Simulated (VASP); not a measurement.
# SrTl (Pm-3m) in VASP: notebook

The runs below take SrTl through single point, with LDA.

All numbers are computed with VASP 6.6.1; they aren't measurements. Logs are shortened: lines on timing, memory, paths and dates and some standing lists are left out, and cuts for length are marked.

### Step 1. The cell of the first run

The structure is cubic, space group Pm-3m (No. 221). The conventional cell has a = 4.032 Å, b = 4.032 Å, c = 4.032 Å, α = 90.00°, β = 90.00°, γ = 90.00°. Within 4.6 Å of Sr (site symmetry m-3m) lie 8 Tl at 3.49 Å and 6 Sr at 4.03 Å. Tl (site symmetry m-3m) has 8 Sr at 3.49 Å and 6 Tl at 4.03 Å within 4.6 Å.

### Step 2. Single point, LDA

Input file INCAR:

```
ALGO     = Normal         # electronic algorithm
EDIFF    = 1E-6           # SCF threshold, eV
ENCUT    = 520            # plane-wave cutoff, eV
ISIF     = 2              # what is computed and relaxed
ISMEAR   = 0              # smearing method
LASPH    = T              # aspherical terms in the spheres
LCHARG   = T              # write CHGCAR
LELF     = T              # ELF
LREAL    = F              # projectors in reciprocal space
LVHAR    = T            
LWAVE    = F              # write WAVECAR
NBANDS   = 18             # bands
NELM     = 60             # most SCF steps
PREC     = Accurate       # precision mode
SIGMA    = 0.1            # smearing width, eV
```

Input file KPOINTS:

```
k-points
0
Gamma
  2 2 2
```

Input file POSCAR:

```
SrTl
1.0
    4.0320000000      0.0000000000      0.0000000000
    0.0000000000      4.0320000000      0.0000000000
    0.0000000000      0.0000000000      4.0320000000
Sr Tl
1 1
Direct
    0.0000000000      0.0000000000      0.0000000000
    0.5000000000      0.5000000000      0.5000000000
```

Potentials or basis: VASP PAW LDA potentials, release 64 (Sr_sv, Tl_d).

Launch:

```bash
$ cat potpaw_LDA.64/Sr_sv/POTCAR potpaw_LDA.64/Tl_d/POTCAR > POTCAR
$ mpirun -np 1 vasp_std > vasp.out
```

OUTCAR:

```text
EDIFF = 1E-6
   ENCUT = 520
   ISIF = 2
   ISMEAR = 0
   LASPH = T
   LREAL = F
   NELM = 60
   PREC = Accurate

 ion  position               nearest neighbor table
   1  0.000  0.000  0.000-   2 3.49   2 3.49   2 3.49   2 3.49   2 3.49   2 3.49   2 3.49   2 3.49

   2  0.500  0.500  0.500-   1 3.49   1 3.49   1 3.49   1 3.49   1 3.49   1 3.49   1 3.49   1 3.49

  LATTYP: Found a simple cubic cell.
 ALAT       =     4.0320000000

  Lattice vectors:

 A1 = (   4.0320000000,   0.0000000000,   0.0000000000)
 A2 = (   0.0000000000,   4.0320000000,   0.0000000000)
 A3 = (   0.0000000000,   0.0000000000,   4.0320000000)

Analysis of symmetry for initial positions (statically):
=====================================================================
 Subroutine PRICEL returns:
 Original cell was already a primitive cell.

 Routine SETGRP: Setting up the symmetry group for a
 simple cubic supercell.

 Subroutine GETGRP returns: Found 48 space group operations
 (whereof 48 operations were pure point group operations)
 out of a pool of 48 trial point group operations.

The static configuration has the point symmetry O_h .

Analysis of symmetry for dynamics (positions and initial velocities):
=====================================================================
 Subroutine PRICEL returns:
 Original cell was already a primitive cell.

 Routine SETGRP: Setting up the symmetry group for a
 simple cubic supercell.

 Subroutine GETGRP returns: Found 48 space group operations
 (whereof 48 operations were pure point group operations)
 out of a pool of 48 trial point group operations.

The dynamic configuration has the point symmetry O_h .

 Subroutine INISYM returns: Found 48 space group operations
 (whereof 48 operations are pure point group operations),
 and found     1 'primitive' translations

----------------------------------------------------------------------------------------

                                     Primitive cell

  volume of cell :      65.5483

  direct lattice vectors                    reciprocal lattice vectors
     4.032000000  0.000000000  0.000000000     0.248015873  0.000000000  0.000000000
     0.000000000  4.032000000  0.000000000     0.000000000  0.248015873  0.000000000
     0.000000000  0.000000000  4.032000000     0.000000000  0.000000000  0.248015873

  length of vectors
     4.032000000  4.032000000  4.032000000     0.248015873  0.248015873  0.248015873

  position of ions in fractional coordinates (direct lattice)
     0.000000000  0.000000000  0.000000000
     0.500000000  0.500000000  0.500000000

  ion indices of the primitive-cell ions
   primitive index   ion index
                 1           1
                 2           2

----------------------------------------------------------------------------------------

 KPOINTS: k-points

Automatic generation of k-mesh.
 Grid dimensions read from file:
 generate k-points for:    2    2    2

 Generating k-lattice:

  Cartesian coordinates                     Fractional coordinates (reciprocal lattice)
     0.124007937  0.000000000  0.000000000     0.500000000  0.000000000  0.000000000
     0.000000000  0.124007937  0.000000000     0.000000000  0.500000000  0.000000000
     0.000000000  0.000000000  0.124007937     0.000000000  0.000000000  0.500000000

  Length of vectors
     0.124007937  0.124007937  0.124007937

  Shift w.r.t. Gamma in fractional coordinates (k-lattice)
     0.000000000  0.000000000  0.000000000

 Subroutine IBZKPT returns following result:
 ===========================================

 Found      4 irreducible k-points:

 Following reciprocal coordinates:
            Coordinates               Weight
  0.000000  0.000000  0.000000      1.000000
  0.500000  0.000000  0.000000      3.000000
  0.500000  0.500000  0.000000      3.000000
  0.500000  0.500000  0.500000      1.000000
   k-points           NKPTS =      4   k-points in BZ     NKDIM =      4   number of bands    NBANDS=     18
   number of dos      NEDOS =    301   number of ions     NIONS =      2
   total plane-waves  NPLWV =  27000
   dimension x,y,z NGX =    30 NGY =   30 NGZ =   30
   dimension x,y,z NGXF=    60 NGYF=   60 NGZF=   60
   ions per type =               1   1
   NGX,Y,Z   is equivalent  to a cutoff of  12.37, 12.37, 12.37 a.u.
   NGXF,Y,Z  is equivalent  to a cutoff of  24.74, 24.74, 24.74 a.u.
 SYSTEM =  unknown system
   PREC   = accura    normal or accurate (medium, high low for compatibility)
   ISTART =      0    job   : 0-new  1-cont  2-samecut
   ICHARG =      2    charge: 1-file 2-atom 10-const
   ISPIN  =      1    spin polarized calculation?
   LNONCOLLINEAR =      F non collinear calculations
   LSORBIT =      F    spin-orbit coupling
   LASPH  =      T    aspherical Exc in radial PAW
   ENCUT  =  520.0 eV  38.22 Ry    6.18 a.u.   7.50  7.50  7.50*2*pi/ulx,y,z
   NELM   =     60;   NELMIN=  2; NELMDL= -5     # of ELM steps
   EDIFF  = 0.1E-05   stopping-criterion for ELM
   LREAL  =      F    real-space projection
   EDIFFG = 0.1E-04   stopping-criterion for IOM
   NSW    =      0    number of steps for IOM
   IBRION =     -1    ionic relax: 0-MD 1-quasi-New 2-CG
   NFREE  =      0    steps in history (QN), initial steepest desc. (CG)
   ISIF   =      2    stress and relaxation
   ISYM   =      2    0-nonsym 1-usesym 2-fastsym
   POTIM  = 0.5000    time-step for ionic-motion
   TEBEG  =    0.0;   TEEND  =   0.0 temperature during run
   PSTRESS=    0.0 pullay stress
   NELECT =      23.0000    total number of electrons
   NUPDOWN=      -1.0000    fix difference up-down
   EMIN   =  10.00;   EMAX   =-10.00  energy-range for DOS
   EFERMI =   0.00;   METHOD = LEGACY
   ISMEAR =     0;   SIGMA  =   0.10  broadening in eV -4-tet -1-fermi 0-gaus
   EFERMI_NEDOS =   21; number of points for ismear=-14 and -15
   IALGO  =     38    algorithm
   IMIX   =      4    mixing-type and parameters
     AMIX     =   0.40;   BMIX     =  1.00
     AMIX_MAG =   1.60;   BMIX_MAG =  1.00
  volume/ion in A,a.u.               =      32.77       221.17
  Fermi-wavevector in a.u.,A,eV,Ry     =   1.154685  2.182039 18.140618  1.333298
  Thomas-Fermi vector in A             =   2.291320
   LORBIT       =      0    0 simple, 1 ext, 2 COOP (PROOUT), +10 PAW based schemes
   GGA     = CA    functional components
   LHFCALC =     F    Hartree Fock is set to
   AEXX    =    0.0000 exact exchange contribution
   IVDW    =     0    specifies the selected vdW correction
   LEPSILON=     F    determine dielectric tensor
   LRPA    =     F    only Hartree local field effects (RPA)
 non-spin polarized calculation
 Gauss-broadening in eV      SIGMA  =   0.10
  energy-cutoff  :      520.00
  volume of cell :       65.55
 maximum number of plane-waves:      1791
 NGX is ok and might be reduce to    30
   NGX = 15   NGY = 15   NGZ = 15

 number of electron      23.0000007 magnetization

 Free energy of the ion-electron system (eV)
  ---------------------------------------------------
  ext. energy  EPLUGINS =         0.00000000
  ---------------------------------------------------
  free energy    TOTEN  =        -6.74725524 eV

  energy without entropy =       -6.74725524  energy(sigma->0) =       -6.74725524

 E-fermi :   3.9657     XC(G=0):  -9.5898

 val. band max:        3.4853881144   @ k =   0.5000   0.5000   0.0000
 cond. band min:       5.0965342996   @ k =   0.5000   0.5000   0.0000
 fundamental gap:      1.6111461852
 Fermi energy:         3.9656668836

 k-point     1 :       0.0000    0.0000    0.0000
  band No.  band energies     occupation
      1     -31.6582      2.00000
      2     -13.6935      2.00000
      3     -13.6935      2.00000
      4     -13.6935      2.00000
      5      -7.0512      2.00000
      6      -7.0512      2.00000
[... 10 lines left out ...]
     17       9.0924      0.00000
     18       9.0924      0.00000

 k-point     2 :       0.5000    0.0000    0.0000
  band No.  band energies     occupation
      1     -31.6468      2.00000
      2     -13.9208      2.00000
      3     -13.6799      2.00000
      4     -13.6799      2.00000
      5      -7.0331      2.00000
      6      -6.9634      2.00000
[... 10 lines left out ...]
     17      10.5702      0.00000
     18      11.2384      0.00000

 k-point     3 :       0.5000    0.5000    0.0000
  band No.  band energies     occupation
      1     -31.6361      2.00000
      2     -13.8739      2.00000
      3     -13.8739      2.00000
      4     -13.6544      2.00000
      5      -7.0655      2.00000
      6      -6.9945      2.00000
[... 10 lines left out ...]
     17       9.0651      0.00000
     18      10.2448      0.00000

 k-point     4 :       0.5000    0.5000    0.5000
  band No.  band energies     occupation
      1     -31.6254      2.00000
      2     -13.8572      2.00000
      3     -13.8572      2.00000
      4     -13.8572      2.00000
      5      -6.9985      2.00000
      6      -6.9985      2.00000
[... 10 lines left out ...]
     17      10.3813      0.00000
     18      10.3843      0.00000

------------------------ aborting loop because EDIFF is reached ----------------------------------------

  FORCE on cell =-STRESS in cart. coord.  units (eV):
  Direction    XX          YY          ZZ          XY          YZ          ZX
  --------------------------------------------------------------------------------------
  -------------------------------------------------------------------------------------
  Total       -1.2786229     -1.2786229     -1.2786229     -0.0000000      0.0000000      0.0000000
  in kB      -31.2529852    -31.2529852    -31.2529852     -0.0000000      0.0000000      0.0000000
  external PRESSURE =     -31.2529852 kB  Pullay stress =       0.0000000 kB

 VOLUME and BASIS-vectors are now :
 -----------------------------------------------------------------------------
  energy-cutoff  :      520.00
  volume of cell :       65.55
      direct lattice vectors                 reciprocal lattice vectors
     4.032000000  0.000000000  0.000000000     0.248015873  0.000000000  0.000000000
     0.000000000  4.032000000  0.000000000     0.000000000  0.248015873  0.000000000
     0.000000000  0.000000000  4.032000000     0.000000000  0.000000000  0.248015873

 POSITION                                       TOTAL-FORCE (eV/Angst)
 -----------------------------------------------------------------------------------
      0.00000      0.00000      0.00000         0.000000      0.000000      0.000000
      2.01600      2.01600      2.01600         0.000000      0.000000      0.000000
 -----------------------------------------------------------------------------------
    total drift:                                0.000000      0.000000      0.000000

  FREE ENERGIE OF THE ION-ELECTRON SYSTEM (eV)
  ---------------------------------------------------
  free  energy   TOTEN  =        -6.7472552401 eV

  energy  without entropy=       -6.7472552401  energy(sigma->0) =       -6.74725524
```

It took 6 s on 1 thread of Intel Xeon Platinum 8488C (Sapphire Rapids), shared host; peak memory 0.14 GiB.

What came out:

| Quantity | Value |
| --- | --- |
| Free energy | -6.7473 eV |
| Pressure | -3.1 GPa |

Caveat: the k points lie up to 0.78 Å⁻¹ apart; spin-orbit coupling is left out, which moves the levels of the heavy elements.

### Step 3. Single point, LDA

Input file INCAR:

```
SYSTEM = SrTl
PREC = Accurate
ENCUT = 520
EDIFF = 1E-7
ISMEAR = 0
SIGMA = 0.1
LREAL = .False.
LASPH = .True.
NELM = 60
ALGO = Normal
ISIF = 2
LWAVE = .False.
LCHARG = .False.
GGA = CA
NBANDS = 18
```

Input file KPOINTS:

```
regular mesh
0
Gamma
  3 3 3
  0 0 0
```

POSCAR is that of step 2.

Potentials or basis: VASP PAW LDA potentials, release 64 (Sr_sv, Tl_d).

Launch:

```bash
$ cat potpaw_LDA.64/Sr_sv/POTCAR potpaw_LDA.64/Tl_d/POTCAR > POTCAR
$ mpirun -np 1 vasp_std > vasp.out
```

It took 7.2 s on 1 thread of Intel Xeon Platinum 8488C (Sapphire Rapids), shared host; peak memory 0.14 GiB.

It converged, with:

```yaml
Free_energy: -5.7465 eV
Pressure: -2.5 GPa
```

Levels at points of the mesh, in eV from the Fermi level:
| k point | band 8 | band 9 | band 10 | band 11 | band 12 | band 13 | band 14 | band 15 |
| --- | --- | --- | --- | --- | --- | --- | --- | --- |
| (0.00, 0.00, 0.00) | -10.89 | -10.89 | -7.46 | 1.70 | 1.70 | 3.32 | 3.32 | 3.32 |

Caveat: the k points lie up to 0.52 Å⁻¹ apart; spin-orbit coupling is left out, which moves the levels of the heavy elements.

(Part 1 of 2 ends here.)
